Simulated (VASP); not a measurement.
# ZnCu (Cmmm) in VASP: further runs

The runs below take ZnCu through single point, with PBE.

Program: VASP 6.6.1. These are calculated values, not measurements. Logs are shortened: lines on timing, memory, paths and dates and some standing lists are left out, and cuts for length are marked.

### Step 1. The cell of the first run

The structure is orthorhombic, space group Cmmm (No. 65). Conventional cell: a = 2.976 Å, b = 4.243 Å, c = 4.141 Å, α = 90.00°, β = 90.00°, γ = 90.00°. Zn (site symmetry mmm) has 8 Cu at 2.55 to 2.96 Å and 6 Zn at 2.59 to 2.98 Å within 3.4 Å. Cu (site symmetry mmm) has 8 Zn at 2.55 to 2.96 Å and 6 Cu at 2.59 to 2.98 Å within 3.4 Å.

### Step 2. Single point, PBE

Input file INCAR:

```
ALGO = Normal
EDIFF = 1E-6
ENCUT = 520
GGA = PE
ISIF = 2
ISMEAR = 0
LASPH = T
LCHARG = F
LREAL = F
LWAVE = F
NBANDS = 18
NELM = 100
PREC = Accurate
SIGMA = 0.15
```

Input file KPOINTS:

```
k-points
0
Gamma
  22 22 14
```

Input file POSCAR:

```
ZnCu
1.0
    1.4880390000     -2.1212790000      0.0000000000
    1.4880390000      2.1212790000      0.0000000000
    0.0000000000      0.0000000000      4.1407460000
Zn Cu
1 1
Direct
    0.5000000000      0.5000000000      0.5000000000
    0.0000000000      0.0000000000      0.0000000000
```

Potentials or basis: VASP PAW PBE potentials, release 64 (Zn, Cu).

Command:

```console
$ cat potpaw_PBE.64/Zn/POTCAR potpaw_PBE.64/Cu/POTCAR > POTCAR
$ mpirun -np 1 vasp_std > vasp.out
```

OUTCAR:

```text
EDIFF = 1E-6
   ENCUT = 520
   GGA = PE
   ISIF = 2
   ISMEAR = 0
   LASPH = T
   LREAL = F
   NELM = 100
   PREC = Accurate

 ion  position               nearest neighbor table
   1  0.500  0.500  0.500-   2 2.55   2 2.55   2 2.55   2 2.55
   2  0.000  0.000  0.000-   1 2.55   1 2.55   1 2.55   1 2.55

  LATTYP: Found a base centered orthorhombic cell.
 ALAT       =     2.9760780000
 B/A-ratio  =     1.4255533625
 C/A-ratio  =     1.3913432376

  Lattice vectors:

 A1 = (   1.4880390000,  -2.1212790000,   0.0000000000)
 A2 = (   1.4880390000,   2.1212790000,   0.0000000000)
 A3 = (   0.0000000000,   0.0000000000,   4.1407460000)

Analysis of symmetry for initial positions (statically):
=====================================================================
 Subroutine PRICEL returns:
 Original cell was already a primitive cell.

 Routine SETGRP: Setting up the symmetry group for a
 base centered orthorhombic supercell.

 Subroutine GETGRP returns: Found  8 space group operations
 (whereof  8 operations were pure point group operations)
 out of a pool of  8 trial point group operations.

The static configuration has the point symmetry D_2h.

Analysis of symmetry for dynamics (positions and initial velocities):
=====================================================================
 Subroutine PRICEL returns:
 Original cell was already a primitive cell.

 Routine SETGRP: Setting up the symmetry group for a
 base centered orthorhombic supercell.

 Subroutine GETGRP returns: Found  8 space group operations
 (whereof  8 operations were pure point group operations)
 out of a pool of  8 trial point group operations.

The dynamic configuration has the point symmetry D_2h.

 Subroutine INISYM returns: Found  8 space group operations
 (whereof  8 operations are pure point group operations),
 and found     1 'primitive' translations

----------------------------------------------------------------------------------------

                                     Primitive cell

  volume of cell :      26.1409

  direct lattice vectors                    reciprocal lattice vectors
     1.488039000 -2.121279000  0.000000000     0.336012699 -0.235706854  0.000000000
     1.488039000  2.121279000  0.000000000     0.336012699  0.235706854  0.000000000
     0.000000000  0.000000000  4.140746000     0.000000000  0.000000000  0.241502377

  length of vectors
     2.591155082  2.591155082  4.140746000     0.410441536  0.410441536  0.241502377

  position of ions in fractional coordinates (direct lattice)
     0.500000000  0.500000000  0.500000000
     0.000000000  0.000000000  0.000000000

  ion indices of the primitive-cell ions
   primitive index   ion index
                 1           1
                 2           2

----------------------------------------------------------------------------------------

 KPOINTS: k-points

Automatic generation of k-mesh.
 Grid dimensions read from file:
 generate k-points for:   22   22   14

 Generating k-lattice:

  Cartesian coordinates                     Fractional coordinates (reciprocal lattice)
     0.015273304 -0.010713948  0.000000000     0.045454545  0.000000000  0.000000000
     0.015273304  0.010713948  0.000000000     0.000000000  0.045454545  0.000000000
     0.000000000  0.000000000  0.017250170     0.000000000  0.000000000  0.071428571

  Length of vectors
     0.018656433  0.018656433  0.017250170

  Shift w.r.t. Gamma in fractional coordinates (k-lattice)
     0.000000000  0.000000000  0.000000000

 Subroutine IBZKPT returns following result:
 ===========================================

 Found   1064 irreducible k-points:

 Following reciprocal coordinates:
            Coordinates               Weight
  0.000000  0.000000  0.000000      1.000000
  0.045455  0.000000  0.000000      4.000000
  0.090909  0.000000  0.000000      4.000000
  0.136364  0.000000  0.000000      4.000000
  0.181818  0.000000  0.000000      4.000000
  0.227273 -0.000000  0.000000      4.000000
[... 16 lines left out ...]
  0.500000  0.045455  0.000000      4.000000
 -0.454545  0.045455  0.000000      4.000000
 [... further k-points ...]
   k-points           NKPTS =   1064   k-points in BZ     NKDIM =   1064   number of bands    NBANDS=     18
   number of dos      NEDOS =    301   number of ions     NIONS =      2
   total plane-waves  NPLWV =  12800
   dimension x,y,z NGX =    20 NGY =   20 NGZ =   32
   dimension x,y,z NGXF=    40 NGYF=   40 NGZF=   64
   ions per type =               1   1
   NGX,Y,Z   is equivalent  to a cutoff of  12.83, 12.83, 12.85 a.u.
   NGXF,Y,Z  is equivalent  to a cutoff of  25.66, 25.66, 25.70 a.u.
 SYSTEM =  unknown system
   PREC   = accura    normal or accurate (medium, high low for compatibility)
   ISTART =      0    job   : 0-new  1-cont  2-samecut
   ICHARG =      2    charge: 1-file 2-atom 10-const
   ISPIN  =      1    spin polarized calculation?
   LNONCOLLINEAR =      F non collinear calculations
   LSORBIT =      F    spin-orbit coupling
   LASPH  =      T    aspherical Exc in radial PAW
   ENCUT  =  520.0 eV  38.22 Ry    6.18 a.u.   4.82  4.82  7.70*2*pi/ulx,y,z
   NELM   =    100;   NELMIN=  2; NELMDL= -5     # of ELM steps
   EDIFF  = 0.1E-05   stopping-criterion for ELM
   LREAL  =      F    real-space projection
   EDIFFG = 0.1E-04   stopping-criterion for IOM
   NSW    =      0    number of steps for IOM
   IBRION =     -1    ionic relax: 0-MD 1-quasi-New 2-CG
   NFREE  =      0    steps in history (QN), initial steepest desc. (CG)
   ISIF   =      2    stress and relaxation
   ISYM   =      2    0-nonsym 1-usesym 2-fastsym
   POTIM  = 0.5000    time-step for ionic-motion
   TEBEG  =    0.0;   TEEND  =   0.0 temperature during run
   PSTRESS=    0.0 pullay stress
   NELECT =      23.0000    total number of electrons
   NUPDOWN=      -1.0000    fix difference up-down
   EMIN   =  10.00;   EMAX   =-10.00  energy-range for DOS
   EFERMI =   0.00;   METHOD = LEGACY
   ISMEAR =     0;   SIGMA  =   0.15  broadening in eV -4-tet -1-fermi 0-gaus
   EFERMI_NEDOS =   21; number of points for ismear=-14 and -15
   IALGO  =     38    algorithm
   IMIX   =      4    mixing-type and parameters
     AMIX     =   0.40;   BMIX     =  1.00
     AMIX_MAG =   1.60;   BMIX_MAG =  1.00
  volume/ion in A,a.u.               =      13.07        88.20
  Fermi-wavevector in a.u.,A,eV,Ry     =   1.568714  2.964440 33.482099  2.460865
  Thomas-Fermi vector in A             =   2.670704
   LORBIT       =      0    0 simple, 1 ext, 2 COOP (PROOUT), +10 PAW based schemes
   GGA     = PE    functional components
   LHFCALC =     F    Hartree Fock is set to
   AEXX    =    0.0000 exact exchange contribution
   IVDW    =     0    specifies the selected vdW correction
   LEPSILON=     F    determine dielectric tensor
   LRPA    =     F    only Hartree local field effects (RPA)
 non-spin polarized calculation
 Gauss-broadening in eV      SIGMA  =   0.15
  energy-cutoff  :      520.00
  volume of cell :       26.14
 maximum number of plane-waves:       728
   NGX =  9   NGY =  9   NGZ = 15

 number of electron      22.9999985 magnetization

 Free energy of the ion-electron system (eV)
  ---------------------------------------------------
  ext. energy  EPLUGINS =         0.00000000
  ---------------------------------------------------
  free energy    TOTEN  =        -4.93031014 eV

  energy without entropy =       -4.92383943  energy(sigma->0) =       -4.92707479

 E-fermi :   5.3061     XC(G=0): -12.2722

 val. band max:        5.3015399130   @ k =  -0.3636   0.1364   0.2143
 cond. band min:       5.3066099228   @ k =   0.4091   0.1818   0.2857
 fundamental gap:      0.0050700097
 Fermi energy:         5.3061128480

 k-point     1 :       0.0000    0.0000    0.0000
  band No.  band energies     occupation
      1      -4.9202      2.00000
      2      -2.7474      2.00000
      3      -2.6119      2.00000
      4      -1.9270      2.00000
      5      -1.9067      2.00000
      6      -1.7123      2.00000
[... 10 lines left out ...]
     17      25.7427      0.00000
     18      28.0436      0.00000

 k-point     2 :       0.0455    0.0000    0.0000
  band No.  band energies     occupation
      1      -4.8651      2.00000
      2      -2.7344      2.00000
      3      -2.6063      2.00000
      4      -1.9361      2.00000
      5      -1.9066      2.00000
      6      -1.7207      2.00000
[... 10 lines left out ...]
     17      26.2602      0.00000
     18      27.5584      0.00000

 k-point     3 :       0.0909    0.0000    0.0000
  band No.  band energies     occupation
      1      -4.7009      2.00000
      2      -2.7005      2.00000
      3      -2.5863      2.00000
      4      -1.9660      2.00000
      5      -1.9049      2.00000
      6      -1.7408      2.00000
[... 10 lines left out ...]
     17      25.8103      0.00000
     18      26.2622      0.00000

 k-point     4 :       0.1364    0.0000    0.0000
  band No.  band energies     occupation
      1      -4.4316      2.00000
      2      -2.6635      2.00000
      3      -2.5391      2.00000
      4      -2.0203      2.00000
      5      -1.8983      2.00000
      6      -1.7623      2.00000
[... 10 lines left out ...]
     17      24.5272      0.00000
     18      25.6538      0.00000

 k-point     5 :       0.1818    0.0000    0.0000
  band No.  band energies     occupation
      1      -4.0667      2.00000
      2      -2.6371      2.00000
      3      -2.4547      2.00000
      4      -2.0969      2.00000
      5      -1.8826      2.00000
      6      -1.7784      2.00000
[... 10 lines left out ...]
     17      22.7590      0.00000
     18      24.5032      0.00000

 k-point     6 :       0.2273   -0.0000    0.0000
  band No.  band energies     occupation
      1      -3.6310      2.00000
      2      -2.6079      2.00000
      3      -2.3368      2.00000
      4      -2.1862      2.00000
      5      -1.8549      2.00000
      6      -1.7887      2.00000
[... 10 lines left out ...]
     17      21.0091      0.00000
     18      23.4795      0.00000

 k-point     7 :       0.2727   -0.0000    0.0000
  band No.  band energies     occupation
      1      -3.2059      2.00000
      2      -2.5307      2.00000
      3      -2.2775      2.00000
      4      -2.1663      2.00000
      5      -1.8142      2.00000
      6      -1.7952      2.00000
[... 10 lines left out ...]
     17      19.3332      0.00000
     18      22.5531      0.00000

 k-point     8 :       0.3182    0.0000    0.0000
  band No.  band energies     occupation
      1      -2.9673      2.00000
      2      -2.3668      2.00000
      3      -2.3621      2.00000
      4      -1.8471      2.00000
      5      -1.7993      2.00000
      6      -1.7403      2.00000
[... 10 lines left out ...]
     17      18.8413      0.00000
     18      21.7309      0.00000
[... 229 lines left out ...]
     17      17.2876      0.00000
     18      22.9851      0.00000

 k-point    20 :       0.3636    0.0455    0.0000
  band No.  band energies     occupation
      1      -2.8895      2.00000
      2      -2.4419      2.00000
      3      -2.1988      2.00000
      4      -1.8176      2.00000
      5      -1.7193      2.00000
      6      -0.9291      2.00000
[... 10 lines left out ...]
     17      17.0424      0.00000
     18      22.3630      0.00000

 k-point    21 :       0.4091    0.0455    0.0000
  band No.  band energies     occupation
      1      -2.8844      2.00000
      2      -2.4912      2.00000
      3      -2.1338      2.00000
      4      -1.8196      2.00000
      5      -1.6865      2.00000
      6      -0.2276      2.00000
[... 10 lines left out ...]
     17      17.1638      0.00000
     18      21.8467      0.00000

 k-point    22 :       0.4545    0.0455    0.0000
  band No.  band energies     occupation
      1      -2.8830      2.00000
      2      -2.5204      2.00000
      3      -2.1003      2.00000
      4      -1.8202      2.00000
      5      -1.6751      2.00000
      6       0.3108      2.00000
[... 10 lines left out ...]
     17      17.3922      0.00000
     18      21.4387      0.00000

 k-point    23 :       0.5000    0.0455    0.0000
  band No.  band energies     occupation
      1      -2.8778      2.00000
      2      -2.5279      2.00000
      3      -2.0952      2.00000
      4      -1.8199      2.00000
      5      -1.6863      2.00000
      6       0.4144      2.00000
[... 10 lines left out ...]
     17      17.7265      0.00000
     18      21.1377      0.00000

 k-point    24 :      -0.4545    0.0455    0.0000
  band No.  band energies     occupation
      1      -2.8680      2.00000
      2      -2.5131      2.00000
      3      -2.1180      2.00000
      4      -1.8189      2.00000
      5      -1.7226      2.00000
      6       0.0141      2.00000
[... 10 lines left out ...]
     17      18.1668      0.00000
     18      20.9393      0.00000

 [... further k-points ...]

------------------------ aborting loop because EDIFF is reached ----------------------------------------

  FORCE on cell =-STRESS in cart. coord.  units (eV):
  Direction    XX          YY          ZZ          XY          YZ          ZX
  --------------------------------------------------------------------------------------
  -------------------------------------------------------------------------------------
  Total        0.3403926      0.0840080      0.1202846     -0.0000000      0.0000000      0.0000000
  in kB       20.8626737      5.1488547      7.3722463     -0.0000000      0.0000000      0.0000000
  external PRESSURE =      11.1279249 kB  Pullay stress =       0.0000000 kB

 VOLUME and BASIS-vectors are now :
 -----------------------------------------------------------------------------
  energy-cutoff  :      520.00
  volume of cell :       26.14
      direct lattice vectors                 reciprocal lattice vectors
     1.488039000 -2.121279000  0.000000000     0.336012699 -0.235706854  0.000000000
     1.488039000  2.121279000  0.000000000     0.336012699  0.235706854  0.000000000
     0.000000000  0.000000000  4.140746000     0.000000000  0.000000000  0.241502377

 POSITION                                       TOTAL-FORCE (eV/Angst)
 -----------------------------------------------------------------------------------
      1.48804      0.00000      2.07037        -0.000000     -0.000000      0.000000
      0.00000      0.00000      0.00000         0.000000      0.000000      0.000000
 -----------------------------------------------------------------------------------
    total drift:                                0.000000      0.000000      0.000000

  FREE ENERGIE OF THE ION-ELECTRON SYSTEM (eV)
  ---------------------------------------------------
  free  energy   TOTEN  =        -4.9303101428 eV

  energy  without entropy=       -4.9238394275  energy(sigma->0) =       -4.92707479
```

Wall time 2.4 min (1 thread of Intel Xeon 6975P-C (Granite Rapids), shared host); peak memory 0.59 GiB.

What came out:

| Item | Value |
| --- | --- |
| Free energy | -4.9303 eV |
| Pressure | 1.1 GPa |

Stress tensor (GPa, compression positive):
```
2.09 0.00 0.00
0.00 0.51 0.00
0.00 0.00 0.74
```

Levels at points of the mesh, in eV from the Fermi level:
```tsv
k point	band 10	band 11	band 12	band 13	band 14	band 15
(0.00, 0.00, 0.00)	-2.48	-2.37	-1.62	2.13	14.13	15.00
(0.50, 0.00, 0.00)	-2.53	-2.21	-0.75	6.53	6.60	6.79
(0.50, 0.50, 0.00)	-2.02	-1.82	1.56	5.99	6.12	6.44
(0.00, 0.00, 0.50)	-2.65	-2.51	-2.39	11.31	11.66	16.52
(0.50, 0.00, 0.50)	-2.31	-2.12	-1.32	1.20	2.47	13.78
(0.50, 0.50, 0.50)	-1.83	1.21	1.59	1.83	3.56	8.46
```

### Step 3. Single point, PBE

Input file INCAR:

```
SYSTEM = ZnCu
PREC     = Accurate       ! precision mode
ENCUT    = 520            ! plane-wave cutoff, eV
EDIFF    = 1E-7           ! SCF threshold, eV
ISMEAR   = 0              ! smearing method
SIGMA    = 0.15           ! smearing width, eV
LREAL    = .FALSE.        ! projectors in reciprocal space
LASPH    = .TRUE.         ! aspherical terms in the spheres
NELM     = 100            ! most SCF steps
ALGO     = Normal         ! electronic algorithm
ISIF     = 2              ! what is computed and relaxed
LWAVE    = .FALSE.        ! write WAVECAR
LCHARG   = .FALSE.        ! write CHGCAR
GGA      = PE             ! functional
NBANDS   = 18             ! bands
```

Input file KPOINTS:

```
Automatic mesh
0
G
  20 20 12
  0 0 0
```

POSCAR is that of step 2.

Potentials or basis: VASP PAW PBE potentials, release 64 (Zn, Cu).

Command:

```console
$ cat potpaw_PBE.64/Zn/POTCAR potpaw_PBE.64/Cu/POTCAR > POTCAR
$ mpirun -np 1 vasp_std > vasp.out
```

It took 2 min on 1 thread of Intel Xeon 6975P-C (Granite Rapids), shared host; peak memory 0.46 GiB.

Results (log left out):

| Quantity | Value |
| --- | --- |
| Free energy | -4.9299 eV |
| Pressure | 0.7 GPa |

Stress tensor (GPa, compression positive):
```
 1.79  0.00  0.00
 0.00 -0.34  0.00
 0.00  0.00  0.52
```

Levels at points of the mesh, in eV from the Fermi level:
```
           k point  band 10  band 11  band 12  band 13  band 14  band 15
(0.00, 0.00, 0.00)    -2.50    -2.39    -1.64     2.11    14.11    14.98
(0.50, 0.00, 0.00)    -2.55    -2.23    -0.77     6.51     6.58     6.77
(0.50, 0.50, 0.00)    -2.04    -1.85     1.54     5.97     6.10     6.42
(0.00, 0.00, 0.50)    -2.66    -2.53    -2.41    11.30    11.64    16.51
(0.50, 0.00, 0.50)    -2.33    -2.14    -1.34     1.18     2.45    13.76
(0.50, 0.50, 0.50)    -1.85     1.19     1.57     1.81     3.54     8.44
```
